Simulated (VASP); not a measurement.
# La4ZrO (F-43m) in VASP: further runs, part 2 of 2

VASP 6.6.1.

## (3) Single point, PBE

This run uses another cell than the first one, of 30.14 Å³/atom.

File INCAR:

```
SYSTEM = La4ZrO
ALGO = Normal
EDIFF = 1E-7
ENCUT = 520
GGA = PE
ISIF = 2
ISMEAR = 0
LASPH = .True.
LCHARG = .True.
LELF = .True.
LREAL = .False.
LVHAR = .True.
LWAVE = .False.
NBANDS = 40
NELM = 80
PREC = Accurate
SIGMA = 0.1
```

File KPOINTS:

```
k-points
0
Gamma
  4 4 4
  0 0 0
```

File POSCAR:

```
La4ZrO
1.0
    0.0000000000      4.4882701461      4.4882701461
    4.4882701461      0.0000000000      4.4882701461
    4.4882701461      4.4882701461      0.0000000000
La Zr O
4 1 1
Direct
    0.6255277031      0.1234168906      0.6255277031
    0.1234168906      0.6255277031      0.6255277031
    0.6255277031      0.6255277031      0.6255277031
    0.6255277031      0.6255277031      0.1234168906
    0.0000000000      0.0000000000      0.0000000000
    0.2500000000      0.2500000000      0.2500000000
```

Potentials or basis: VASP PAW PBE potentials, release 64 (La, Zr_sv, O).

Run with:

```bash
cat potpaw_PBE.64/La/POTCAR potpaw_PBE.64/Zr_sv/POTCAR potpaw_PBE.64/O/POTCAR > POTCAR
mpirun -np 1 vasp_std > vasp.out
```

OUTCAR:

```text
SYSTEM = La4ZrO
   EDIFF = 1E-7
   ENCUT = 520
   GGA = PE
   ISIF = 2
   ISMEAR = 0
   LASPH = .True.
   LREAL = .False.
   NELM = 80
   PREC = Accurate

 ion  position               nearest neighbor table
   1  0.626  0.123  0.626-   2 3.16   3 3.16   4 3.16   4 3.19   3 3.19   2 3.19   5 3.72   5 3.72
                             5 3.72
   2  0.123  0.626  0.626-   1 3.16   3 3.16   4 3.16   3 3.19   4 3.19   1 3.19   5 3.72   5 3.72
                             5 3.72
   3  0.626  0.626  0.626-   1 3.16   2 3.16   4 3.16   4 3.19   1 3.19   2 3.19   5 3.72   5 3.72
                             5 3.72
   4  0.626  0.626  0.123-   1 3.16   2 3.16   3 3.16   3 3.19   1 3.19   2 3.19   5 3.72   5 3.72
                             5 3.72
   5  0.000  0.000  0.000-   1 3.72   4 3.72   2 3.72   4 3.72   1 3.72   2 3.72   3 3.72   3 3.72
                             3 3.72   1 3.72   2 3.72   4 3.72
   6  0.250  0.250  0.250-

  LATTYP: Found a face centered cubic cell.
 ALAT       =     8.9765402922

  Lattice vectors:

[... 168 lines left out ...]

 E-fermi :   7.2868     XC(G=0):  -9.6498

 val. band max:        7.2775113576   @ k =   0.5000   0.2500   0.0000
 cond. band min:       7.2951059187   @ k =   0.2500   0.2500   0.0000
 fundamental gap:      0.0175945611
 Fermi energy:         7.2867639134

 k-point     1 :       0.0000    0.0000    0.0000
  band No.  band energies     occupation
      1     -41.9859      2.00000
      2     -25.7376      2.00000
      3     -24.9917      2.00000
      4     -24.9917      2.00000
      5     -24.9917      2.00000
      6     -19.9713      2.00000
[... 333 lines left out ...]
     39       8.6701      0.00000
     40       8.7785      0.00000

------------------------ aborting loop because EDIFF is reached ----------------------------------------

  FORCE on cell =-STRESS in cart. coord.  units (eV):
  Direction    XX          YY          ZZ          XY          YZ          ZX
  --------------------------------------------------------------------------------------
  -------------------------------------------------------------------------------------
  Total        0.0273559      0.0273559      0.0273559      0.0000000      0.0000000      0.0000000
  in kB        0.2423791      0.2423791      0.2423791      0.0000000      0.0000000      0.0000000
  external PRESSURE =       0.2423791 kB  Pullay stress =       0.0000000 kB

 VOLUME and BASIS-vectors are now :
 -----------------------------------------------------------------------------
  energy-cutoff  :      520.00
  volume of cell :      180.83
      direct lattice vectors                 reciprocal lattice vectors
     0.000000000  4.488270146  4.488270146    -0.111401494  0.111401494  0.111401494
     4.488270146  0.000000000  4.488270146     0.111401494 -0.111401494  0.111401494
     4.488270146  4.488270146  0.000000000     0.111401494  0.111401494 -0.111401494

 POSITION                                       TOTAL-FORCE (eV/Angst)
 -----------------------------------------------------------------------------------
      3.36147      5.61507      3.36147         0.003476     -0.003476      0.003476
      5.61507      3.36147      3.36147        -0.003476      0.003476      0.003476
      5.61507      5.61507      5.61507        -0.003476     -0.003476     -0.003476
      3.36147      3.36147      5.61507         0.003476      0.003476     -0.003476
      0.00000      0.00000      0.00000        -0.000000     -0.000000     -0.000000
      2.24414      2.24414      2.24414        -0.000000     -0.000000     -0.000000
 -----------------------------------------------------------------------------------
    total drift:                                0.000001      0.000001      0.000001

  FREE ENERGIE OF THE ION-ELECTRON SYSTEM (eV)
  ---------------------------------------------------
  free  energy   TOTEN  =       -28.8967812607 eV

  energy  without entropy=      -28.8443728272  energy(sigma->0) =      -28.87057704
```

OSZICAR:

```text
N       E                     dE             d eps       ncg     rms          rms(c)
DAV:   1     0.889859679946E+03    0.88986E+03   -0.22693E+04   640   0.230E+03
DAV:   2     0.191730424853E+03   -0.69813E+03   -0.67399E+03   936   0.423E+02
DAV:   3     0.287713550067E+01   -0.18885E+03   -0.18479E+03   992   0.275E+02
[... 11 lines left out ...]
DAV:  15    -0.288967830496E+02   -0.10335E-04   -0.12757E-04  1128   0.610E-02    0.159E-02
DAV:  16    -0.288967842547E+02   -0.12051E-05   -0.11599E-05  1256   0.200E-02    0.167E-02
DAV:  17    -0.288967817075E+02    0.25472E-05   -0.20017E-05  1056   0.176E-02    0.619E-03
DAV:  18    -0.288967812021E+02    0.50536E-06   -0.31842E-06   984   0.104E-02    0.956E-04
DAV:  19    -0.288967812607E+02   -0.58593E-07   -0.37581E-07   816   0.469E-03
   1 F= -.28896781E+02 E0= -.28870577E+02  d E =-.524084E-01
```

Wall time 90 s (1 thread of Intel Xeon Platinum 8488C (Sapphire Rapids), shared host); peak memory 0.35 GiB.

Results:

| Property | Result |
| --- | --- |
| Free energy | -28.8968 eV |
| Pressure | 0.0 GPa |
| Largest force | 0.006 eV/Å |
| Band gap on the k mesh | zero (bands 31 and 32 overlap by 0.08 eV) |

Forces in eV/Å, atoms in the order of the input:
```
La   0.003 -0.003  0.003
La  -0.003  0.003  0.003
La  -0.003 -0.003 -0.003
La   0.003  0.003 -0.003
Zr   0.000  0.000  0.000
O    0.000  0.000  0.000
```

Levels at points of the mesh, in eV from the Fermi level:
```csv
k point,band 29,band 30,band 31,band 32,band 33,band 34
"(0.00, 0.00, 0.00)",-1.31,-0.27,-0.27,0.21,0.21,0.21
"(0.50, 0.00, 0.00)",-0.53,-0.31,-0.31,-0.06,0.36,0.36
"(0.50, 0.50, 0.00)",-0.42,-0.42,-0.33,0.22,0.49,0.51
```

Caveat: spin-orbit coupling is left out, which moves the levels of the heavy elements.

## (4) Relaxation of cell and atoms, PBE

File INCAR:

```
SYSTEM = La4ZrO
  PREC = Accurate
  ENCUT = 600
  EDIFF = 1E-7
  ISMEAR = 0
  SIGMA = 0.1
  LREAL = .False.
  LASPH = .True.
  NELM = 60
  ALGO = Normal
  ISIF = 3
  LWAVE = .False.
  LCHARG = .False.
  GGA = PE
  IBRION = 2
  NSW = 90
  EDIFFG = -0.04
```

File KPOINTS:

```
Automatic mesh
0
Gamma
  4 4 4
  0 0 0
```

File POSCAR:

```
La4ZrO
1.0
    0.0000000000      4.3160240200      4.3160240200
    4.3160240200      0.0000000000      4.3160240200
    4.3160240200      4.3160240200      0.0000000000
La Zr O
4 1 1
Direct
    0.6251780600      0.1244658300      0.6251780600
    0.1244658300      0.6251780600      0.6251780600
    0.6251780600      0.6251780600      0.6251780600
    0.6251780600      0.6251780600      0.1244658300
    0.0000000000      0.0000000000      0.0000000000
    0.2500000000      0.2500000000      0.2500000000
```

Run with:

```bash
cat potpaw_PBE.64/La/POTCAR potpaw_PBE.64/Zr_sv/POTCAR potpaw_PBE.64/O/POTCAR > POTCAR
mpirun -np 1 vasp_std > vasp.out
```

It took 4.5 min on 1 thread of Intel Xeon Platinum 8488C (Sapphire Rapids), shared host; peak memory 0.41 GiB.

Results (log left out):

* Free energy: -28.8942 eV
* Relaxed volume: 30.18 Å³/atom
* Relaxed cell: a = 6.350 Å, b = 6.350 Å, c = 6.350 Å, α = 60.00°, β = 60.00°, γ = 60.00°
* Space group after relaxing (to 0.1 Å): F-43m (No. 216)
* Energy gained by relaxing: 43.1 meV/atom
* Ionic steps: 3
* Pressure after relaxing: 0.0 GPa
* Largest force after relaxing: 0.003 eV/Å
* Band gap on the k mesh: zero (bands 31 and 32 overlap by 0.08 eV)

Forces in eV/Å, atoms in the order of the input:
```
La  -0.002  0.002 -0.002
La   0.002 -0.002 -0.002
La   0.002  0.002  0.002
La  -0.002 -0.002  0.002
Zr   0.000  0.000  0.000
O    0.000  0.000  0.000
```

The path:
| step | energy change (eV) | largest force (eV/Å) | pressure (GPa) | volume (Å³) |
| --- | --- | --- | --- | --- |
| 1 | 0.0000 | 0.0811 | 4.55 | 160.80 |
| 2 | -0.2570 | 0.0035 | 0.30 | 179.17 |
| 3 | -0.2587 | 0.0035 | -0.02 | 181.08 |

Final structure:
```yaml
crystal:
  lattice:
    - [0.00000, 4.49035, 4.49035]
    - [4.49035, 0.00000, 4.49035]
    - [4.49035, 4.49035, 0.00000]
  atoms:
    - { symbol: La, position: [0.62547, 0.12360, 0.62547] }
    - { symbol: La, position: [0.12360, 0.62547, 0.62547] }
    - { symbol: La, position: [0.62547, 0.62547, 0.62547] }
    - { symbol: La, position: [0.62547, 0.62547, 0.12360] }
    - { symbol: Zr, position: [0.00000, 0.00000, 0.00000] }
    - { symbol: O, position: [0.25000, 0.25000, 0.25000] }
```

Levels at points of the mesh, in eV from the Fermi level:
```tsv
k point	band 27	band 28	band 29	band 30	band 31	band 32	band 33	band 34	band 35	band 36
(0.00, 0.00, 0.00)	-1.31	-1.31	-1.31	-0.27	-0.27	0.21	0.21	0.21	0.94	0.94
(0.50, 0.00, 0.00)	-0.63	-0.63	-0.53	-0.31	-0.31	-0.06	0.36	0.36	1.13	1.17
(0.50, 0.50, 0.00)	-0.81	-0.62	-0.41	-0.41	-0.33	0.22	0.49	0.51	0.51	1.32
```

Caveat: spin-orbit coupling is left out, which moves the levels of the heavy elements.

## (5) Single point, PBE, collinear spin

This run uses another cell than the first one, of 30.14 Å³/atom.

File INCAR:

```
PREC = Accurate ; ENCUT = 520
EDIFF = 1E-6 ; ISMEAR = 0
SIGMA = 0.1 ; LREAL = F
LASPH = T ; NELM = 150
ALGO = Normal ; ISIF = 2
LWAVE = F ; LCHARG = T
ISPIN = 2 ; MAGMOM = 0 0 0 0 1 0
LORBIT = 11 ; LMAXMIX = 6
GGA = PE ; LELF = T
LVHAR = T ; NBANDS = 44
```

File KPOINTS:

```
Automatic mesh
0
Gamma
  4 4 4
```

File POSCAR:

```
La4ZrO
1.0
    0.0000000000      4.4882701461      4.4882701461
    4.4882701461      0.0000000000      4.4882701461
    4.4882701461      4.4882701461      0.0000000000
La Zr O
4 1 1
Direct
    0.8765831094      0.3744722969      0.3744722969
    0.3744722969      0.3744722969      0.8765831094
    0.3744722969      0.8765831094      0.3744722969
    0.3744722969      0.3744722969      0.3744722969
    0.0000000000      0.0000000000      0.0000000000
    0.7500000000      0.7500000000      0.7500000000
```

Run with:

```bash
cat potpaw_PBE.64/La/POTCAR potpaw_PBE.64/Zr_sv/POTCAR potpaw_PBE.64/O/POTCAR > POTCAR
mpirun -np 1 vasp_std > vasp.out
```

Run time: 4 min. Hardware: 1 thread of Intel Xeon Platinum 8488C (Sapphire Rapids), shared host; peak memory 0.46 GiB.

Results (log left out):

```yaml
Free_energy: -28.9050 eV
Pressure: 0.1 GPa
Largest_force: 0.021 eV/Å
Net_moment: 0.94 μB per cell
Site_moments: La +0.03; Zr +0.39; O +0.02 μB
Valence_electrons_inside_the_program's_atomic_spheres: La 8.87; Zr 9.68; O 4.70
```

Forces on the atoms (eV/Å):
```
La  -0.012  0.012  0.012
La   0.012  0.012 -0.012
La   0.012 -0.012  0.012
La  -0.012 -0.012 -0.012
Zr   0.000  0.000  0.000
O    0.000  0.000  0.000
```

Levels at points of the mesh, in eV from the Fermi level:
Spin up:
```
           k point  band 29  band 30  band 31  band 32  band 33  band 34  band 35  band 36
(0.00, 0.00, 0.00)    -1.34    -0.38    -0.38     0.13     0.13     0.13     0.77     0.77
(0.50, 0.00, 0.00)    -0.60    -0.47    -0.47    -0.13     0.26     0.26     1.09     1.09
(0.50, 0.50, 0.00)    -0.48    -0.48    -0.45     0.00     0.45     0.46     0.46     1.27
```
Spin down:
```csv
k point,band 29,band 30,band 31,band 32,band 33,band 34
"(0.00, 0.00, 0.00)",-1.29,-0.18,-0.18,0.27,0.27,0.27
"(0.50, 0.00, 0.00)",-0.48,-0.17,-0.17,-0.02,0.45,0.45
"(0.50, 0.50, 0.00)",-0.37,-0.37,-0.23,0.45,0.51,0.55
```

Caveat: a moment this small can come from the mesh or the smearing; spin-orbit coupling is left out, which moves the levels of the heavy elements.

## (6) Overview

```csv
task,spin,cell,cutoff (eV),gap on the mesh (eV),pressure (GPa),largest force (eV/Å)
single point,off,"a = 6.104 Å, angles 60.0°, 6 atoms, atomic positions A",520,none,4.6,0.08
single point,off,"a = 6.347 Å, angles 60.0°, 6 atoms, atomic positions B",520,none,0.0,0.01
relaxation of cell and atoms,off,"relaxed from a = 6.104 Å, angles 60.0°, 6 atoms, atomic positions A",600,none,0.0,-
single point,collinear,"a = 6.347 Å, angles 60.0°, 6 atoms, atomic positions B",520,none,0.1,0.02
```

Alike in all rows: level PBE; potentials or basis VASP PAW PBE potentials, release 64 (La, Zr_sv, O); k mesh 4 × 4 × 4; smearing gaussian 0.1 eV.

Caveats: spin-orbit coupling is left out, which moves the levels of the heavy elements; the cell stands under pressure (at least some runs); a moment this small can come from the mesh or the smearing (at least some runs).

Total energies depend on the potentials used, so only differences within one code and one set of settings carry meaning.

The gap in the log of VASP goes by the Fermi energy; the results here count the filled bands.